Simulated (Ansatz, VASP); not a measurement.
CuSb3 in VASP and in Ansatz

```
Cu Sb
1.0
     4.59278    0.00000    0.00000
     0.00000    4.59278    0.00000
     0.00000    0.00000    4.59278
Cu Sb
1 3
Direct
  0.00000 0.00000 0.00000
  0.00000 0.50000 0.50000
  0.50000 0.00000 0.50000
  0.50000 0.50000 0.00000
```

Alike in both runs: functional PBE; k mesh 10 × 10 × 10; occupations gaussian, width 0.1 eV; no spin polarisation.

Ansatz relaxed the structure, and its values are those at the end. VASP's run is a single point on that final structure, the one shown.

|  | VASP | Ansatz |
| --- | --- | --- |
| version | VASP 6.6.1 | Ansatz 0.2.0 |
| potentials or method | VASP PAW PBE potentials, release 64 (Cu, Sb), cutoff 520 eV | scalar-relativistic, plane waves, PAW |
| valence electrons in the cell | 26 | 64 |

|  | VASP | Ansatz | Ansatz less VASP |
| --- | --- | --- | --- |
| gap on the k mesh at the Fermi level (eV) | none | none | - |
| pressure (GPa) | 0.0 | 0.0 | 0.00 |

A gap of «none» marks a metal or a gap that the smearing closes. The functional is the same, so the differences come from potentials, cutoffs and numerics. VASP's potentials hold 26 valence electrons a cell and Ansatz's 64, so a difference there can come from the potentials and not from the codes.

Spin-orbit coupling is off throughout.
